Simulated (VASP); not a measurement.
Au:

```
Au
1.0
    -1.37686    1.37686    1.37686
     1.37686   -1.37686    1.37686
     1.37686    1.37686   -1.37686
Au
1
Direct
  0.00000 0.00000 0.00000
```

Base run:

* Program: VASP 6.6.1
* Functional: RPBE
* Potentials or basis: VASP PAW PBE potentials, release 64 (Au)
* Cutoff: 500 eV
* k mesh: 16 × 16 × 16
* Occupations: fermi-dirac, width 0.08 eV
* Spin: no spin polarisation

Its results: pressure 355.2 GPa.

Q: The run is repeated on the same cell with these changes: functional from RPBE to PBE; occupations from fermi-dirac, width 0.08 eV to methfessel-paxton, width 0.01 eV. What comes out?

A: Pressure 349.1 GPa.

Caveats: the PAW data sets were made with another functional, which shifts forces and pressure a little (some runs).
